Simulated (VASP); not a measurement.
# CuW2 in VASP: a series of runs, part 2 of 2

VASP 6.6.1.

## (3) Single point, PBE

This run uses another cell than the first one: it holds 6 atoms, not 3.

INCAR

```
PREC     = Accurate       # precision mode
ENCUT    = 520            # plane-wave cutoff, eV
EDIFF    = 1E-6           # SCF threshold, eV
ISMEAR   = 0              # smearing method
SIGMA    = 0.1            # smearing width, eV
LREAL    = F              # projectors in reciprocal space
LASPH    = T              # aspherical terms in the spheres
NELM     = 80             # most SCF steps
ALGO     = Fast           # electronic algorithm
ISIF     = 2              # what is computed and relaxed
LWAVE    = F              # write WAVECAR
LCHARG   = T              # write CHGCAR
GGA      = PE             # functional
LELF     = T              # ELF
LVHAR    = T            
NBANDS   = 48             # bands
```

KPOINTS

```
Automatic mesh
0
Gamma
  4 4 4
```

POSCAR

```
CuW2
1.0
    4.6172482979      0.0000000000      0.0000000000
    0.0000000000      7.9871353099      0.0000000000
    0.0000000000      0.0000000000      2.6763976573
Cu W
2 4
Direct
    0.5000000000      0.0000000000      0.5000000000
    0.0000000000      0.5000000000      0.5000000000
    0.0000016735      0.1663299414      0.5000000000
    0.5000016735      0.3336700586      0.5000000000
    0.4999983265      0.6663299414      0.5000000000
    0.9999983265      0.8336700586      0.5000000000
```

Potentials or basis: VASP PAW PBE potentials, release 64 (Cu, W_sv).

Started as:

```sh
> cat potpaw_PBE.64/Cu/POTCAR potpaw_PBE.64/W_sv/POTCAR > POTCAR
> mpirun -np 1 vasp_std > vasp.out
```

OUTCAR:

```text
PREC = Accurate
   ENCUT = 520
   EDIFF = 1E-6
   ISMEAR = 0
   LREAL = F
   LASPH = T
   NELM = 80
   ISIF = 2
   GGA = PE

 ion  position               nearest neighbor table
   1  0.500  0.000  0.500-   3 2.66   6 2.66   3 2.66   6 2.66   4 2.67   5 2.67
   2  0.000  0.500  0.500-   4 2.66   5 2.66   4 2.66   5 2.66   6 2.67   3 2.67
   3  0.000  0.166  0.500-   6 2.66   1 2.66   1 2.66   2 2.67   4 2.67   4 2.67
   4  0.500  0.334  0.500-   5 2.66   2 2.66   2 2.66   1 2.67   3 2.67   3 2.67
   5  0.500  0.666  0.500-   4 2.66   2 2.66   2 2.66   1 2.67   6 2.67   6 2.67
   6  1.000  0.834  0.500-   3 2.66   1 2.66   1 2.66   2 2.67   5 2.67   5 2.67

  LATTYP: Found a simple orthorhombic cell.
 ALAT       =     2.6763976573
 B/A-ratio  =     1.7251727468
 C/A-ratio  =     2.9842857201

  Lattice vectors:

 A1 = (   0.0000000000,   0.0000000000,   2.6763976573)
 A2 = (   4.6172482979,   0.0000000000,   0.0000000000)
 A3 = (   0.0000000000,   7.9871353099,   0.0000000000)

Analysis of symmetry for initial positions (statically):
=====================================================================
 Subroutine PRICEL returns following result:

  LATTYP: Found a base centered orthorhombic cell.
 ALAT       =     4.6172482979
 B/A-ratio  =     1.7298474751
 C/A-ratio  =     0.5796520968

  Lattice vectors:

 A1 = (   2.3086241490,  -3.9935676549,   0.0000000000)
 A2 = (   2.3086241490,   3.9935676550,   0.0000000000)
 A3 = (   0.0000000000,   0.0000000000,   2.6763976573)

   2 primitive cells build up your supercell.

 Routine SETGRP: Setting up the symmetry group for a
 simple orthorhombic supercell.

 Subroutine GETGRP returns: Found  8 space group operations
 (whereof  8 operations were pure point group operations)
 out of a pool of  8 trial point group operations.

The static configuration has the point symmetry D_2h.

Analysis of symmetry for dynamics (positions and initial velocities):
=====================================================================
 Subroutine PRICEL returns following result:

  LATTYP: Found a base centered orthorhombic cell.
 ALAT       =     4.6172482979
 B/A-ratio  =     1.7298474751
 C/A-ratio  =     0.5796520968

  Lattice vectors:

 A1 = (   2.3086241490,  -3.9935676549,   0.0000000000)
 A2 = (   2.3086241490,   3.9935676550,   0.0000000000)
 A3 = (   0.0000000000,   0.0000000000,   2.6763976573)

   2 primitive cells build up your supercell.

 Routine SETGRP: Setting up the symmetry group for a
 simple orthorhombic supercell.

 Subroutine GETGRP returns: Found  8 space group operations
 (whereof  8 operations were pure point group operations)
 out of a pool of  8 trial point group operations.

The dynamic configuration has the point symmetry D_2h.

 Subroutine INISYM returns: Found  8 space group operations
 (whereof  8 operations are pure point group operations),
 and found     2 'primitive' translations

----------------------------------------------------------------------------------------
[... 46 lines left out ...]
 ===========================================

 Found     27 irreducible k-points:

 Following reciprocal coordinates:
            Coordinates               Weight
  0.000000  0.000000  0.000000      1.000000
  0.250000  0.000000  0.000000      2.000000
  0.500000  0.000000  0.000000      1.000000
  0.000000  0.250000  0.000000      2.000000
  0.250000  0.250000  0.000000      4.000000
  0.500000  0.250000  0.000000      2.000000
[... 16 lines left out ...]
  0.250000  0.250000  0.500000      4.000000
  0.500000  0.250000  0.500000      2.000000
 [... further k-points ...]
   k-points           NKPTS =     27   k-points in BZ     NKDIM =     27   number of bands    NBANDS=     48
   number of dos      NEDOS =    301   number of ions     NIONS =      6
   total plane-waves  NPLWV =  43200
   dimension x,y,z NGX =    36 NGY =   60 NGZ =   20
   dimension x,y,z NGXF=    72 NGYF=  120 NGZF=   40
   ions per type =               2   4
   NGX,Y,Z   is equivalent  to a cutoff of  12.96, 12.49, 12.42 a.u.
   NGXF,Y,Z  is equivalent  to a cutoff of  25.92, 24.98, 24.85 a.u.
 SYSTEM =  unknown system
   PREC   = accura    normal or accurate (medium, high low for compatibility)
   ISTART =      0    job   : 0-new  1-cont  2-samecut
   ICHARG =      2    charge: 1-file 2-atom 10-const
   ISPIN  =      1    spin polarized calculation?
   LNONCOLLINEAR =      F non collinear calculations
   LSORBIT =      F    spin-orbit coupling
   LASPH  =      T    aspherical Exc in radial PAW
   ENCUT  =  520.0 eV  38.22 Ry    6.18 a.u.   8.59 14.85  4.98*2*pi/ulx,y,z
   NELM   =     80;   NELMIN=  2; NELMDL= -5     # of ELM steps
   EDIFF  = 0.1E-05   stopping-criterion for ELM
   LREAL  =      F    real-space projection
   EDIFFG = 0.1E-04   stopping-criterion for IOM
   NSW    =      0    number of steps for IOM
   IBRION =     -1    ionic relax: 0-MD 1-quasi-New 2-CG
   NFREE  =      0    steps in history (QN), initial steepest desc. (CG)
   ISIF   =      2    stress and relaxation
   ISYM   =      2    0-nonsym 1-usesym 2-fastsym
   POTIM  = 0.5000    time-step for ionic-motion
   TEBEG  =    0.0;   TEEND  =   0.0 temperature during run
   PSTRESS=    0.0 pullay stress
   NELECT =      78.0000    total number of electrons
   NUPDOWN=      -1.0000    fix difference up-down
   EMIN   =  10.00;   EMAX   =-10.00  energy-range for DOS
   EFERMI =   0.00;   METHOD = LEGACY
   ISMEAR =     0;   SIGMA  =   0.10  broadening in eV -4-tet -1-fermi 0-gaus
   EFERMI_NEDOS =   21; number of points for ismear=-14 and -15
   IALGO  =     68    algorithm
   IMIX   =      4    mixing-type and parameters
     AMIX     =   0.40;   BMIX     =  1.00
     AMIX_MAG =   1.60;   BMIX_MAG =  1.00
  volume/ion in A,a.u.               =      16.45       111.01
  Fermi-wavevector in a.u.,A,eV,Ry     =   1.513554  2.860203 31.168868  2.290847
  Thomas-Fermi vector in A             =   2.623330
   LORBIT       =      0    0 simple, 1 ext, 2 COOP (PROOUT), +10 PAW based schemes
   GGA     = PE    functional components
   LHFCALC =     F    Hartree Fock is set to
   AEXX    =    0.0000 exact exchange contribution
   IVDW    =     0    specifies the selected vdW correction
   LEPSILON=     F    determine dielectric tensor
   LRPA    =     F    only Hartree local field effects (RPA)
 non-spin polarized calculation
 RMM-DIIS sequential band-by-band and
 Gauss-broadening in eV      SIGMA  =   0.10
  energy-cutoff  :      520.00
  volume of cell :       98.70
 maximum number of plane-waves:      2682
 NGX is ok and might be reduce to    36

 number of electron      77.9999998 magnetization

 Free energy of the ion-electron system (eV)
  ---------------------------------------------------
  ext. energy  EPLUGINS =         0.00000000
  ---------------------------------------------------
  free energy    TOTEN  =       -53.09986602 eV

  energy without entropy =      -53.06513337  energy(sigma->0) =      -53.08249969

 E-fermi :   8.6621     XC(G=0): -12.5901

 val. band max:        8.5864707537   @ k =   0.2500   0.0000   0.2500
 cond. band min:       8.6659007364   @ k =   0.2500   0.5000   0.2500
 fundamental gap:      0.0794299827
 Fermi energy:         8.6621112191

 k-point     1 :       0.0000    0.0000    0.0000
  band No.  band energies     occupation
      1     -65.3620      2.00000
      2     -65.3193      2.00000
      3     -65.2804      2.00000
      4     -65.2373      2.00000
      5     -29.9456      2.00000
      6     -29.8947      2.00000
[... 1213 lines left out ...]
     47      13.0776      0.00000
     48      13.1113      0.00000

 [... further k-points ...]

------------------------ aborting loop because EDIFF is reached ----------------------------------------

  FORCE on cell =-STRESS in cart. coord.  units (eV):
  Direction    XX          YY          ZZ          XY          YZ          ZX
  --------------------------------------------------------------------------------------
  -------------------------------------------------------------------------------------
  Total        0.3334091      0.3649909      0.1602121      0.0000000      0.0000000      0.0000000
  in kB        5.4120657      5.9247183      2.6006450      0.0000000      0.0000000      0.0000000
  external PRESSURE =       4.6458097 kB  Pullay stress =       0.0000000 kB

 VOLUME and BASIS-vectors are now :
 -----------------------------------------------------------------------------
  energy-cutoff  :      520.00
  volume of cell :       98.70
      direct lattice vectors                 reciprocal lattice vectors
     4.617248298  0.000000000  0.000000000     0.216579212  0.000000000  0.000000000
     0.000000000  7.987135310  0.000000000     0.000000000  0.125201335  0.000000000
     0.000000000  0.000000000  2.676397657     0.000000000  0.000000000  0.373636555

 POSITION                                       TOTAL-FORCE (eV/Angst)
 -----------------------------------------------------------------------------------
      2.30862      0.00000      1.33820        -0.000000      0.000000      0.000000
      0.00000      3.99357      1.33820         0.000000      0.000000     -0.000000
      0.00001      1.32850      1.33820         0.000000     -0.007273     -0.000000
      2.30863      2.66507      1.33820         0.000000      0.007273     -0.000000
      2.30862      5.32207      1.33820         0.000000     -0.007273      0.000000
      4.61724      6.65864      1.33820         0.000000      0.007273     -0.000000
 -----------------------------------------------------------------------------------
    total drift:                                0.000000      0.000000      0.000000

  FREE ENERGIE OF THE ION-ELECTRON SYSTEM (eV)
  ---------------------------------------------------
  free  energy   TOTEN  =       -53.0998660163 eV

  energy  without entropy=      -53.0651333714  energy(sigma->0) =      -53.08249969
```

Run time: 74 s. Hardware: 1 thread of Intel Xeon 6975P-C (Granite Rapids), shared host; peak memory 0.26 GiB.

What came out:

- Free energy: -53.0999 eV
- Pressure: 0.5 GPa
- Largest force: 0.007 eV/Å
- Band gap on the k mesh: zero (band 39 reaches 9.43 eV, above the bottom of band 40 at 7.74 eV)

Forces on the atoms (eV/Å):
```
Cu   0.000  0.000  0.000
Cu   0.000  0.000  0.000
W    0.000 -0.007  0.000
W    0.000  0.007  0.000
W    0.000 -0.007  0.000
W    0.000  0.007  0.000
```

Caveat: the k points lie up to 0.59 Å⁻¹ apart; spin-orbit coupling is left out, which moves the levels of the heavy elements.

## (4) Relaxation of cell and atoms, PBE

This run uses another cell than the first one, of 16.46 Å³/atom, 1.020 times its volume.

INCAR

```
SYSTEM = CuW2
ALGO = Normal
EDIFF = 1E-6
EDIFFG = -0.04
ENCUT = 600
GGA = PE
IBRION = 2
ISIF = 3
ISMEAR = 0
LASPH = .True.
LCHARG = .False.
LREAL = .False.
LWAVE = .False.
NELM = 100
NSW = 90
PREC = Accurate
SIGMA = 0.1
```

KPOINTS

```
k-points
0
Gamma
  6 6 6
  0 0 0
```

POSCAR

```
CuW2
1.0
    4.6150460572      0.0000000000      0.0000000000
   -2.3075230286      3.9967471252      0.0000000000
    0.0000000000      0.0000000000      2.6763976573
Cu W
1 2
Direct
    0.0000000000      0.0000000000      0.5000000000
    0.6666666667      0.3333333333      0.5000000000
    0.3333333333      0.6666666667      0.5000000000
```

Started as:

```sh
> cat potpaw_PBE.64/Cu/POTCAR potpaw_PBE.64/W_sv/POTCAR > POTCAR
> mpirun -np 1 vasp_std > vasp.out
```

Run time: 57 s. Hardware: 1 thread of Intel Xeon 6975P-C (Granite Rapids), shared host; peak memory 0.21 GiB.

Results (log left out):

```yaml
Free_energy: -27.0821 eV
Relaxed_volume: 16.17 Å³/atom
Relaxed_cell: a = 4.645 Å, b = 4.645 Å, c = 2.596 Å, α = 90.00°, β = 90.00°, γ = 120.00°
Space_group_after_relaxing_to_0.05_Å: P6/mmm (No. 191)
Energy_gained_by_relaxing: 21.3 meV/atom
Ionic_steps: 4
Pressure_after_relaxing: 0.2 GPa
```

The path:
```csv
step,energy change (eV),largest force (eV/Å),pressure (GPa),volume (Å³)
1,0.0000,0.0000,-2.26,49.37
2,0.0031,0.0000,3.87,47.64
3,-0.0637,0.0000,0.05,48.56
4,-0.0638,0.0000,0.24,48.51
```

Final structure:
```
Cu W
1.0
     4.64539    0.00000    0.00000
    -2.32270    4.02303    0.00000
     0.00000    0.00000    2.59566
Cu W
1 2
Direct
  0.00000 0.00000 0.50000
  0.66667 0.33333 0.50000
  0.33333 0.66667 0.50000
```

Levels at points of the mesh, in eV from the Fermi level:
```csv
k point,band 16,band 17,band 18,band 19,band 20,band 21,band 22,band 23
"(0.00, 0.00, 0.00)",-2.83,-2.22,-2.22,-1.19,-1.19,2.29,2.29,4.02
"(0.50, 0.00, 0.00)",-2.83,-2.25,-2.20,-1.11,0.07,2.17,2.52,2.67
"(0.00, 0.00, 0.50)",-1.30,-1.05,-0.57,-0.57,-0.14,-0.14,0.26,0.26
"(0.50, 0.00, 0.50)",-2.25,-1.45,-1.32,-0.68,0.18,1.00,3.61,3.90
```

Caveat: the k points lie up to 0.40 Å⁻¹ apart in the final cell; spin-orbit coupling is left out, which moves the levels of the heavy elements.

## (5) Relaxation of cell and atoms, PBE

This run uses another cell than the first one, of 15.46 Å³/atom, 0.958 times its volume.

INCAR

```
SYSTEM = CuW2
ALGO = Normal ; EDIFF = 1E-6
EDIFFG = -0.01 ; ENCUT = 600
GGA = PE ; IBRION = 2
ISIF = 3 ; ISMEAR = 0
LASPH = .TRUE. ; LCHARG = .FALSE.
LREAL = .FALSE. ; LWAVE = .FALSE.
NELM = 100 ; NSW = 100
PREC = Accurate ; SIGMA = 0.1
```

KPOINTS

```
k-points
0
G
  12 12 18
  0 0 0
```

POSCAR

```
CuW2
1.0
    4.4970334031      0.0000000000      0.0000000000
   -2.2485167015      3.8945451687      0.0000000000
    0.0000000000      0.0000000000      2.6481323770
Cu W
1 2
Direct
    0.0000000000      0.0000000000      0.5000000000
    0.6666666667      0.3333333333      0.0000000000
    0.3333333333      0.6666666667      0.0000000000
```

Started as:

```sh
> cat potpaw_PBE.64/Cu/POTCAR potpaw_PBE.64/W_sv/POTCAR > POTCAR
> mpirun -np 1 vasp_std > vasp.out
```

It took 7.1 min on 1 thread of Intel Xeon Platinum 8488C (Sapphire Rapids), shared host; peak memory 0.37 GiB.

Results (log left out):

```
Free energy                            : -28.0366 eV
Relaxed volume                         : 15.52 Å³/atom
Relaxed cell                           : a = 4.508 Å, b = 4.508 Å, c = 2.645 Å, α = 90.00°, β = 90.00°, γ = 120.00°
Space group after relaxing (to 0.05 Å) : P6/mmm (No. 191)
Energy gained by relaxing              : 0.3 meV/atom
Ionic steps                            : 6
Pressure after relaxing                : 0.0 GPa
```

The path:
```
step  energy change (eV)  largest force (eV/Å)  pressure (GPa)  volume (Å³)
   1              0.0000                0.0000            0.92        46.38
   2              0.0023                0.0000           -2.02        46.98
   3             -0.0009                0.0000           -0.18        46.59
   4             -0.0009                0.0000           -0.17        46.58
   5             -0.0009                0.0000            0.17        46.52
   6             -0.0009                0.0000            0.00        46.55
```

Final structure:
```xyz
3
Lattice="4.5077 0.0000 0.0000 -2.2539 3.9038 0.0000 0.0000 0.0000 2.6453" Properties=species:S:1:pos:R:3 pbc="T T T"
Cu    0.0000    0.0000    1.3226
W     2.2539    1.3013    0.0000
W     0.0000    2.6025    0.0000
```

Levels at points of the mesh, in eV from the Fermi level:
| k point | band 15 | band 16 | band 17 | band 18 | band 19 | band 20 | band 21 | band 22 | band 23 |
| --- | --- | --- | --- | --- | --- | --- | --- | --- | --- |
| (0.00, 0.00, 0.00) | -2.71 | -2.71 | -2.46 | -2.46 | -0.90 | -0.90 | 1.85 | 1.85 | 4.33 |
| (0.50, 0.00, 0.00) | -2.81 | -2.52 | -2.51 | -2.44 | -1.52 | 0.21 | 1.73 | 2.08 | 2.80 |
| (0.00, 0.00, 0.50) | -1.63 | -1.63 | -0.98 | -0.98 | -0.43 | 0.32 | 0.32 | 1.09 | 1.09 |
| (0.50, 0.00, 0.50) | -2.75 | -2.39 | -1.63 | -1.01 | -0.75 | -0.35 | 1.10 | 3.35 | 3.99 |

Caveat: spin-orbit coupling is left out, which moves the levels of the heavy elements.

## (6) The runs side by side

| task | cell | k mesh | cutoff (eV) | gap on the mesh (eV) | pressure (GPa) | relaxed volume (Å³/atom) |
| --- | --- | --- | --- | --- | --- | --- |
| single point | a = 4.641, b = 4.641, c = 2.595 Å, angles 90.0, 90.0, 120.0°, 3 atoms | 6 × 6 × 6 | 520 | none | 0.5 | - |
| single point | a = 4.617, b = 7.987, c = 2.676 Å, 6 atoms | 4 × 4 × 4 | 520 | none | 0.5 | - |
| relaxation of cell and atoms | relaxed from a = 4.615, b = 4.615, c = 2.676 Å, angles 90.0, 90.0, 120.0°, 3 atoms | 6 × 6 × 6 | 600 | none | 0.2 | 16.17 |
| relaxation of cell and atoms | relaxed from a = 4.497, b = 4.497, c = 2.648 Å, angles 90.0, 90.0, 120.0°, 3 atoms | 12 × 12 × 18 | 600 | none | 0.0 | 15.52 |

Alike in all rows: level PBE; potentials or basis VASP PAW PBE potentials, release 64 (Cu, W_sv); no spin polarisation; smearing gaussian 0.1 eV.

Caveats: some runs use coarse meshes; spin-orbit coupling is left out, which moves the levels of the heavy elements.

Absolute energies hang on the potentials; compare differences alone.
